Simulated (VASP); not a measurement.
# CdS (F-43m) in VASP: settings compared

Aim: see how the results for CdS move with the level of theory and the settings. Levels: HSE06, r2SCAN. Tasks: single point.

Everything below comes from runs of VASP 6.6.1. Logs are shortened: lines on timing, memory, paths and dates and some standing lists are left out, and cuts for length are marked.

### Step 1. The cell of the first run

It takes space group F-43m (No. 216, cubic). The conventional cell has a = 5.820 Å, b = 5.820 Å, c = 5.820 Å, α = 90.00°, β = 90.00°, γ = 90.00°. Within 3.3 Å of Cd (site symmetry -43m) lie 4 S at 2.52 Å. S (site symmetry -43m) has 4 Cd at 2.52 Å within 3.3 Å.

### Step 2. Single point, HSE06 (strain -1.0%)

File POSCAR:

```
CdS
1.0
    0.0000000000      2.9098226946      2.9098226946
    2.9098226946      0.0000000000      2.9098226946
    2.9098226946      2.9098226946      0.0000000000
Cd S
1 1
Direct
    0.0000000000      0.0000000000      0.0000000000
    0.2500000000      0.2500000000      0.2500000000
```

File INCAR.step1:

```
SYSTEM = CdS
ALGO = Normal
EDIFF = 1E-5
ENCUT = 520
GGA = PE
ISIF = 2
ISMEAR = 0
LASPH = .True.
LREAL = .False.
LWAVE = .True.
NBANDS = 16
NELM = 100
PREC = Accurate
SIGMA = 0.01
```

File INCAR.step2:

```
SYSTEM = CdS
ALGO = Normal
EDIFF = 1E-6
ENCUT = 520
GGA = PE
HFSCREEN = 0.2079
ISIF = 2
ISMEAR = 0
ISTART = 1
LASPH = .True.
LCHARG = .True.
LELF = .True.
LHFCALC = .True.
LREAL = .False.
LVHAR = .True.
LWAVE = .False.
NBANDS = 16
NELM = 100
PREC = Accurate
PRECFOCK = Normal
SIGMA = 0.01
```

File KPOINTS:

```
k-points
0
Gamma
  6 6 6
  0 0 0
```

Potentials or basis: VASP PAW PBE potentials, release 64 (Cd, S).

Command:

```bash
$ cat potpaw_PBE.64/Cd/POTCAR potpaw_PBE.64/S/POTCAR > POTCAR
$ cp INCAR.step1 INCAR
$ mpirun -np 1 vasp_std > vasp.out
$ cp INCAR.step2 INCAR
$ mpirun -np 1 vasp_std > vasp.out
```

OUTCAR:

```text
SYSTEM = CdS
   EDIFF = 1E-6
   ENCUT = 520
   GGA = PE
   HFSCREEN = 0.2079
   ISIF = 2
   ISMEAR = 0
   ISTART = 1
   LASPH = .True.
   LHFCALC = .True.
   LREAL = .False.
   NELM = 100
   PREC = Accurate
   PRECFOCK = Normal

 ion  position               nearest neighbor table
   1  0.000  0.000  0.000-   2 2.52   2 2.52   2 2.52   2 2.52
   2  0.250  0.250  0.250-   1 2.52   1 2.52   1 2.52   1 2.52

  LATTYP: Found a face centered cubic cell.
 ALAT       =     5.8196453892

  Lattice vectors:

 A1 = (   0.0000000000,   2.9098226946,   2.9098226946)
 A2 = (   2.9098226946,   0.0000000000,   2.9098226946)
 A3 = (   2.9098226946,   2.9098226946,   0.0000000000)

Analysis of symmetry for initial positions (statically):
=====================================================================
 Subroutine PRICEL returns:
 Original cell was already a primitive cell.

 Routine SETGRP: Setting up the symmetry group for a
 face centered cubic supercell.

 Subroutine GETGRP returns: Found 24 space group operations
 (whereof 24 operations were pure point group operations)
 out of a pool of 48 trial point group operations.

The static configuration has the point symmetry T_d .

Analysis of symmetry for dynamics (positions and initial velocities):
=====================================================================
 Subroutine PRICEL returns:
 Original cell was already a primitive cell.

 Routine SETGRP: Setting up the symmetry group for a
 face centered cubic supercell.

 Subroutine GETGRP returns: Found 24 space group operations
 (whereof 24 operations were pure point group operations)
 out of a pool of 48 trial point group operations.

The dynamic configuration has the point symmetry T_d .

 Subroutine INISYM returns: Found 24 space group operations
 (whereof 24 operations are pure point group operations),
 and found     1 'primitive' translations

----------------------------------------------------------------------------------------

                                     Primitive cell

  volume of cell :      49.2753

  direct lattice vectors                    reciprocal lattice vectors
     0.000000000  2.909822695  2.909822695    -0.171831775  0.171831775  0.171831775
     2.909822695  0.000000000  2.909822695     0.171831775 -0.171831775  0.171831775
     2.909822695  2.909822695  0.000000000     0.171831775  0.171831775 -0.171831775

  length of vectors
     4.115110719  4.115110719  4.115110719     0.297621366  0.297621366  0.297621366

  position of ions in fractional coordinates (direct lattice)
     0.000000000  0.000000000  0.000000000
     0.250000000  0.250000000  0.250000000

  ion indices of the primitive-cell ions
   primitive index   ion index
                 1           1
                 2           2

----------------------------------------------------------------------------------------

 KPOINTS: k-points

Automatic generation of k-mesh.
 Grid dimensions read from file:
 generate k-points for:    6    6    6

 Generating k-lattice:

  Cartesian coordinates                     Fractional coordinates (reciprocal lattice)
    -0.028638629  0.028638629  0.028638629     0.166666667  0.000000000  0.000000000
     0.028638629 -0.028638629  0.028638629     0.000000000  0.166666667  0.000000000
     0.028638629  0.028638629 -0.028638629     0.000000000  0.000000000  0.166666667

  Length of vectors
     0.049603561  0.049603561  0.049603561

  Shift w.r.t. Gamma in fractional coordinates (k-lattice)
     0.000000000  0.000000000  0.000000000

 Subroutine IBZKPT returns following result:
 ===========================================

 Found     16 irreducible k-points:

 Following reciprocal coordinates:
            Coordinates               Weight
  0.000000  0.000000  0.000000      1.000000
  0.166667  0.000000  0.000000      8.000000
  0.333333  0.000000  0.000000      8.000000
  0.500000  0.000000  0.000000      4.000000
  0.166667  0.166667  0.000000      6.000000
  0.333333  0.166667  0.000000     24.000000
[... 8 lines left out ...]
 -0.333333  0.333333  0.166667     24.000000
 -0.333333  0.500000  0.166667     12.000000
   k-points           NKPTS =     16   k-points in BZ     NKDIM =    216   number of bands    NBANDS=     16
   number of dos      NEDOS =    301   number of ions     NIONS =      2
   total plane-waves  NPLWV =  32768
   dimension x,y,z NGX =    32 NGY =   32 NGZ =   32
   dimension x,y,z NGXF=    64 NGYF=   64 NGZF=   64
   ions per type =               1   1
   NGX,Y,Z   is equivalent  to a cutoff of  12.93, 12.93, 12.93 a.u.
   NGXF,Y,Z  is equivalent  to a cutoff of  25.86, 25.86, 25.86 a.u.
 SYSTEM =  CdS
   PREC   = accura    normal or accurate (medium, high low for compatibility)
   ISTART =      1    job   : 0-new  1-cont  2-samecut
   ICHARG =      0    charge: 1-file 2-atom 10-const
   ISPIN  =      1    spin polarized calculation?
   LNONCOLLINEAR =      F non collinear calculations
   LSORBIT =      F    spin-orbit coupling
   LASPH  =      T    aspherical Exc in radial PAW
   ENCUT  =  520.0 eV  38.22 Ry    6.18 a.u.   7.65  7.65  7.65*2*pi/ulx,y,z
   NELM   =    100;   NELMIN=  2; NELMDL=  0     # of ELM steps
   EDIFF  = 0.1E-05   stopping-criterion for ELM
   LREAL  =      F    real-space projection
   EDIFFG = 0.1E-04   stopping-criterion for IOM
   NSW    =      0    number of steps for IOM
   IBRION =     -1    ionic relax: 0-MD 1-quasi-New 2-CG
   NFREE  =      0    steps in history (QN), initial steepest desc. (CG)
   ISIF   =      2    stress and relaxation
   ISYM   =      3    0-nonsym 1-usesym 2-fastsym
   POTIM  = 0.5000    time-step for ionic-motion
   TEBEG  =    0.0;   TEEND  =   0.0 temperature during run
   PSTRESS=    0.0 pullay stress
   NELECT =      18.0000    total number of electrons
   NUPDOWN=      -1.0000    fix difference up-down
   EMIN   =  10.00;   EMAX   =-10.00  energy-range for DOS
   EFERMI =   0.00;   METHOD = LEGACY
   ISMEAR =     0;   SIGMA  =   0.01  broadening in eV -4-tet -1-fermi 0-gaus
   EFERMI_NEDOS =   21; number of points for ismear=-14 and -15
   IALGO  =     38    algorithm
   IMIX   =      1    mixing-type and parameters
     AMIX     =   0.40;   BMIX     =  1.00
     AMIX_MAG =   1.60;   BMIX_MAG =  1.00
  volume/ion in A,a.u.               =      24.64       166.26
  Fermi-wavevector in a.u.,A,eV,Ry     =   1.170278  2.211505 18.633876  1.369551
  Thomas-Fermi vector in A             =   2.306739
   LORBIT       =      0    0 simple, 1 ext, 2 COOP (PROOUT), +10 PAW based schemes
   GGA     = PE    functional components
   LHFCALC =     T    Hartree Fock is set to
   PRECFOCK=normal    Normal, Fast or Accurate (Low or Medium for compatibility)
   ENCUT4O =  -1.0   cutoff for four orbital integrals eV
   NKREDX  =     1    reduce k-point grid by
   NKREDY  =     1    reduce k-point grid by
   NKREDZ  =     1    reduce k-point grid by
   AEXX    =    0.2500 exact exchange contribution
   HFSCREEN=    0.2079 screening length (either q_TF or 0.3 A-1)
   HFSCREENC=   0.2079 screening length for correlation (either q_TF or 0.3 A-1)
   ENCUTFOCK=  -1.0 apply spherical cutoff to Coloumb kernel
   IVDW    =     0    specifies the selected vdW correction
   LEPSILON=     F    determine dielectric tensor
   LRPA    =     F    only Hartree local field effects (RPA)
 non-spin polarized calculation
 Gauss-broadening in eV      SIGMA  =   0.01
  energy-cutoff  :      520.00
  volume of cell :       49.28
 maximum number of plane-waves:      1363
 NGX is ok and might be reduce to    32
  NGX = 24; NGY = 24; NGZ = 24

 number of electron      18.0000003 magnetization

 Free energy of the ion-electron system (eV)
  ---------------------------------------------------
  ext. energy  EPLUGINS =         0.00000000
  ---------------------------------------------------
  free energy    TOTEN  =        -7.60604387 eV

  energy without entropy =       -7.60604387  energy(sigma->0) =       -7.60604387

 E-fermi :   0.8004     XC(G=0):  -7.6181

 val. band max:        0.7222721636   @ k =   0.0000   0.0000   0.0000
 cond. band min:       2.9083277835   @ k =   0.0000   0.0000   0.0000
 fundamental gap:      2.1860556200
 Fermi energy:         0.8004254803

 k-point     1 :       0.0000    0.0000    0.0000
  band No.  band energies     occupation
      1     -12.8847      2.00000
      2      -8.1531      2.00000
      3      -8.1531      2.00000
      4      -8.1531      2.00000
      5      -7.6591      2.00000
      6      -7.6591      2.00000
[... 8 lines left out ...]
     15      13.5304      0.00000
     16      13.5304      0.00000

 k-point     2 :       0.1667    0.0000    0.0000
  band No.  band energies     occupation
      1     -12.7686      2.00000
      2      -8.1146      2.00000
      3      -8.1146      2.00000
      4      -8.0380      2.00000
      5      -7.6600      2.00000
      6      -7.6600      2.00000
[... 8 lines left out ...]
     15      12.6471      0.00000
     16      13.7735      0.00000

 k-point     3 :       0.3333    0.0000    0.0000
  band No.  band energies     occupation
      1     -12.5373      2.00000
      2      -8.0513      2.00000
      3      -8.0512      2.00000
      4      -7.6438      2.00000
      5      -7.6438      2.00000
      6      -7.6314      2.00000
[... 8 lines left out ...]
     15      13.1329      0.00000
     16      13.1329      0.00000

 k-point     4 :       0.5000    0.0000    0.0000
  band No.  band energies     occupation
      1     -12.4238      2.00000
      2      -8.0289      2.00000
      3      -8.0289      2.00000
      4      -7.6239      2.00000
      5      -7.6239      2.00000
      6      -7.2359      2.00000
[... 8 lines left out ...]
     15      14.7221      0.00000
     16      14.7221      0.00000
[... 172 lines left out ...]
 k-point    14 :       0.5000    0.3333    0.1667
  band No.  band energies     occupation
      1     -12.3913      2.00000
      2      -7.9598      2.00000
      3      -7.9478      2.00000
      4      -7.7528      2.00000
      5      -7.6207      2.00000
      6      -7.3173      2.00000
[... 8 lines left out ...]
     15      15.1972      0.00000
     16      15.4801      0.00000

 k-point    15 :      -0.3333    0.3333    0.1667
  band No.  band energies     occupation
      1     -12.3200      2.00000
      2      -7.9526      2.00000
      3      -7.9114      2.00000
      4      -7.7028      2.00000
      5      -7.6415      2.00000
      6      -7.0421      2.00000
[... 8 lines left out ...]
     15      14.5800      0.00000
     16      15.5773      0.00000

 k-point    16 :      -0.3333    0.5000    0.1667
  band No.  band energies     occupation
      1     -12.2850      2.00000
      2      -7.9071      2.00000
      3      -7.8789      2.00000
      4      -7.7420      2.00000
      5      -7.6182      2.00000
      6      -7.0066      2.00000
[... 8 lines left out ...]
     15      15.4385      0.00000
     16      15.4665      0.00000

------------------------ aborting loop because EDIFF is reached ----------------------------------------

  FORCE on cell =-STRESS in cart. coord.  units (eV):
  Direction    XX          YY          ZZ          XY          YZ          ZX
  --------------------------------------------------------------------------------------
  -------------------------------------------------------------------------------------
  Total        0.7676814      0.7676814      0.7676814      0.0000000     -0.0000000      0.0000000
  in kB       24.9610013     24.9610013     24.9610013      0.0000000     -0.0000000      0.0000000
  external PRESSURE =      24.9610013 kB  Pullay stress =       0.0000000 kB

 VOLUME and BASIS-vectors are now :
 -----------------------------------------------------------------------------
  energy-cutoff  :      520.00
  volume of cell :       49.28
      direct lattice vectors                 reciprocal lattice vectors
     0.000000000  2.909822695  2.909822695    -0.171831775  0.171831775  0.171831775
     2.909822695  0.000000000  2.909822695     0.171831775 -0.171831775  0.171831775
     2.909822695  2.909822695  0.000000000     0.171831775  0.171831775 -0.171831775

 POSITION                                       TOTAL-FORCE (eV/Angst)
 -----------------------------------------------------------------------------------
      0.00000      0.00000      0.00000         0.000000      0.000000      0.000000
      1.45491      1.45491      1.45491        -0.000000     -0.000000     -0.000000
 -----------------------------------------------------------------------------------
    total drift:                                0.000069      0.000060      0.000043

  FREE ENERGIE OF THE ION-ELECTRON SYSTEM (eV)
  ---------------------------------------------------
  free  energy   TOTEN  =        -7.6060438729 eV

  energy  without entropy=       -7.6060438729  energy(sigma->0) =       -7.60604387
```

Run time: 58 min. Hardware: 1 thread of Intel Xeon 8259CL, shared host; peak memory 0.3 GiB.

Results:

| Item | Value |
| --- | --- |
| Free energy | -7.6060 eV |
| Pressure | 2.5 GPa |
| Band gap on the k mesh | 2.19 eV |

Caveat: the cell differs from its parent crystal (strain -1.0%); the PAW data sets were made with another functional, which shifts forces and pressure a little.

### Step 3. Single point, r2SCAN, non-collinear spin, zero start, spin-orbit coupling (strain -3.0%)

File POSCAR:

```
CdS
1.0
    0.0000000000      2.8510383978      2.8510383978
    2.8510383978      0.0000000000      2.8510383978
    2.8510383978      2.8510383978      0.0000000000
Cd S
1 1
Direct
    0.0000000000      0.0000000000      0.0000000000
    0.2500000000      0.2500000000      0.2500000000
```

File INCAR.step1:

```
PREC     = Accurate       # precision mode
ENCUT    = 520            # plane-wave cutoff, eV
ISMEAR   = -1             # smearing method
SIGMA    = 0.02           # smearing width, eV
LREAL    = F              # projectors in reciprocal space
LASPH    = T              # aspherical terms in the spheres
NELM     = 150            # most SCF steps
MAGMOM   = 0 0 0 0 0 0    # initial moments
LSORBIT  = T              # spin-orbit coupling
GGA_COMPAT= F            
NBANDS   = 30             # bands
GGA      = PE             # functional
ALGO     = Normal         # electronic algorithm
EDIFF    = 1E-4           # SCF threshold, eV
LWAVE    = T              # write WAVECAR
LCHARG   = F              # write CHGCAR
```

File INCAR.step2:

```
PREC     = Accurate       # precision mode
ENCUT    = 520            # plane-wave cutoff, eV
EDIFF    = 1E-7           # SCF threshold, eV
ISMEAR   = -1             # smearing method
SIGMA    = 0.02           # smearing width, eV
LREAL    = F              # projectors in reciprocal space
LASPH    = T              # aspherical terms in the spheres
NELM     = 150            # most SCF steps
ALGO     = Normal         # electronic algorithm
ISIF     = 2              # what is computed and relaxed
LWAVE    = F              # write WAVECAR
LCHARG   = T              # write CHGCAR
MAGMOM   = 0 0 0 0 0 0    # initial moments
LORBIT   = 11             # projections on sites
LSORBIT  = T              # spin-orbit coupling
GGA_COMPAT= F            
LORBMOM  = T            
METAGGA  = R2SCAN         # meta-GGA
LMIXTAU  = T            
LVHAR    = T            
NBANDS   = 30             # bands
ISTART   = 1
```

File KPOINTS:

```
regular mesh
0
Gamma
  8 8 8
```

Potentials or basis: VASP PAW PBE potentials, release 64 (Cd, S).

Command:

```bash
$ cat potpaw_PBE.64/Cd/POTCAR potpaw_PBE.64/S/POTCAR > POTCAR
$ cp INCAR.step1 INCAR
$ mpirun -np 1 vasp_ncl > vasp.out
$ cp INCAR.step2 INCAR
$ mpirun -np 1 vasp_ncl > vasp.out
```

Wall time 6.3 min (1 thread of Intel Xeon 6975P-C (Granite Rapids), shared host); peak memory 0.37 GiB.

It converged, with:

- Free energy: -29.6181 eV
- Pressure: 7.2 GPa
- Net moment: 0.00 μB per cell
- Valence electrons inside the program's atomic spheres: Cd 10.37; S 3.78

Moments on the atoms (μB; x, y, z):
```
Cd  0.00 0.00 0.00
S   0.00 0.00 0.00
```

Caveat: the cell differs from its parent crystal (strain -3.0%); the cell stands under pressure; the PAW data sets were made with another functional, which shifts forces and pressure a little.

### Step 4. Single point, r2SCAN, non-collinear spin, zero start, spin-orbit coupling (strain -2.0%)

File POSCAR:

```
CdS
1.0
    0.0000000000      2.8804305462      2.8804305462
    2.8804305462      0.0000000000      2.8804305462
    2.8804305462      2.8804305462      0.0000000000
Cd S
1 1
Direct
    0.0000000000      0.0000000000      0.0000000000
    0.2500000000      0.2500000000      0.2500000000
```

File INCAR.step1:

```
SYSTEM = CdS
ALGO     = Normal         ! electronic algorithm
EDIFF    = 1E-4           ! SCF threshold, eV
ENCUT    = 520            ! plane-wave cutoff, eV
GGA      = PE             ! functional
GGA_COMPAT= .FALSE.      
ISMEAR   = -1             ! smearing method
LASPH    = .TRUE.         ! aspherical terms in the spheres
LCHARG   = .FALSE.        ! write CHGCAR
LREAL    = .FALSE.        ! projectors in reciprocal space
LSORBIT  = .TRUE.         ! spin-orbit coupling
LWAVE    = .TRUE.         ! write WAVECAR
MAGMOM   = 0 0 0 0 0 0    ! initial moments
NBANDS   = 30             ! bands
NELM     = 150            ! most SCF steps
PREC     = Accurate       ! precision mode
SIGMA    = 0.02           ! smearing width, eV
```

File INCAR.step2:

```
SYSTEM = CdS
ALGO     = Normal         ! electronic algorithm
EDIFF    = 1E-6           ! SCF threshold, eV
ENCUT    = 520            ! plane-wave cutoff, eV
GGA_COMPAT= .FALSE.      
ISIF     = 2              ! what is computed and relaxed
ISMEAR   = -1             ! smearing method
ISTART   = 1            
LASPH    = .TRUE.         ! aspherical terms in the spheres
LCHARG   = .FALSE.        ! write CHGCAR
LMIXTAU  = .TRUE.       
LORBIT   = 11             ! projections on sites
LORBMOM  = .TRUE.       
LREAL    = .FALSE.        ! projectors in reciprocal space
LSORBIT  = .TRUE.         ! spin-orbit coupling
LWAVE    = .FALSE.        ! write WAVECAR
MAGMOM   = 0 0 0 0 0 0    ! initial moments
METAGGA  = R2SCAN         ! meta-GGA
NBANDS   = 30             ! bands
NELM     = 150            ! most SCF steps
PREC     = Accurate       ! precision mode
SIGMA    = 0.02           ! smearing width, eV
```

File KPOINTS:

```
k-points
0
G
  8 8 8
  0 0 0
```

Command:

```bash
$ cat potpaw_PBE.64/Cd/POTCAR potpaw_PBE.64/S/POTCAR > POTCAR
$ cp INCAR.step1 INCAR
$ mpirun -np 1 vasp_ncl > vasp.out
$ cp INCAR.step2 INCAR
$ mpirun -np 1 vasp_ncl > vasp.out
```

Wall time 4.8 min (1 thread of Intel Xeon 6975P-C (Granite Rapids), shared host); peak memory 0.37 GiB.

It converged, with:

```
Free energy                                           : -29.6709 eV
Pressure                                              : 4.5 GPa
Net moment                                            : 0.00 μB per cell
Valence electrons inside the program's atomic spheres : Cd 10.34; S 3.76
```

Moments on the atoms (μB; x, y, z):
```
Cd  0.00 0.00 0.00
S   0.00 0.00 0.00
```

Caveat: the cell differs from its parent crystal (strain -2.0%); the cell stands under pressure; the PAW data sets were made with another functional, which shifts forces and pressure a little.

### Step 5. Overview

```tsv
level	spin	cell	k mesh	smearing	grid for exact exchange (PRECFOCK)	share of exact exchange	screening parameter	pressure (GPa)	moment (μB)
HSE06	off	a = 4.115 Å, angles 60.0°, 2 atoms	6 × 6 × 6	gaussian 0.01 eV	Normal	0.25	0.2079 1/Å	2.5	-
r2SCAN	non-collinear, zero start, SOC	a = 4.032 Å, angles 60.0°, 2 atoms	8 × 8 × 8	fermi-dirac 0.02 eV	-	-	-	7.2	0.00
r2SCAN	non-collinear, zero start, SOC	a = 4.074 Å, angles 60.0°, 2 atoms	8 × 8 × 8	fermi-dirac 0.02 eV	-	-	-	4.5	0.00
```

Alike in all rows: task single point; potentials or basis VASP PAW PBE potentials, release 64 (Cd, S); cutoff (eV) 520.

Caveats: the PAW data sets were made with another functional, which shifts forces and pressure a little; the cell stands under pressure (at least some runs).

Total energies depend on the potentials used, so only differences within one code and one set of settings carry meaning.
